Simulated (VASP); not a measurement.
Wanted: the native input for a VASP 6.6.1 run.

| Item | Value |
| --- | --- |
| Task | single point |
| Functional | r2SCAN |
| Potentials or basis | VASP PAW PBE potentials, release 64 (Nb_sv, As) |
| Cutoff | 520 eV |
| k mesh | 18 × 18 × 18 |
| Occupations | gaussian, width 0.1 eV |
| Spin | no spin polarisation |
| Dipole correction | no |
| Further INCAR settings | ALGO = Normal; EDIFF = 1e-06; NBANDS = 16 |

NbAs:

```xyz
2
Lattice="0.0000 2.6291 2.6291 2.6291 0.0000 2.6291 2.6291 2.6291 0.0000" Properties=species:S:1:pos:R:3 pbc="T T T"
Nb    0.0000    0.0000    0.0000
As    2.6291    2.6291    2.6291
```

These files were run (other wordings do the same):

POSCAR

```
NbAs
1.0
    0.0000000000      2.6291154510      2.6291154510
    2.6291154510      0.0000000000      2.6291154510
    2.6291154510      2.6291154510      0.0000000000
Nb As
1 1
Direct
    0.0000000000      0.0000000000      0.0000000000
    0.5000000000      0.5000000000      0.5000000000
```

INCAR.step1

```
PREC = Accurate
ENCUT = 520
ISMEAR = 0
SIGMA = 0.1
LREAL = F
LASPH = T
NELM = 80
NBANDS = 16
GGA = PE
ALGO = Normal
EDIFF = 1E-4
LWAVE = T
LCHARG = F
```

INCAR.step2

```
PREC = Accurate
ENCUT = 520
EDIFF = 1E-6
ISMEAR = 0
SIGMA = 0.1
LREAL = F
LASPH = T
NELM = 80
ALGO = Normal
ISIF = 2
LWAVE = F
LCHARG = F
METAGGA = R2SCAN
LMIXTAU = T
NBANDS = 16
ISTART = 1
```

KPOINTS

```
regular mesh
0
Gamma
  18 18 18
```

Potentials or basis: VASP PAW PBE potentials, release 64 (Nb_sv, As).

Command:

```console
$ cat potpaw_PBE.64/Nb_sv/POTCAR potpaw_PBE.64/As/POTCAR > POTCAR
$ cp INCAR.step1 INCAR
$ mpirun -np 1 vasp_std > vasp.out
$ cp INCAR.step2 INCAR
$ mpirun -np 1 vasp_std > vasp.out
```

Results of the run:

| Item | Value |
| --- | --- |
| Pressure | -0.1 GPa |
| Band gap on the k mesh | zero (band 9 reaches 10.54 eV, above the bottom of band 10 at 8.53 eV) |

Caveat: the PAW data sets were made with another functional, which shifts forces and pressure a little.

It took 2.7 min on 1 thread of Intel(R) Xeon(R) 6975P-C (Granite Rapids) (shared host), peak memory 0.26 GiB.
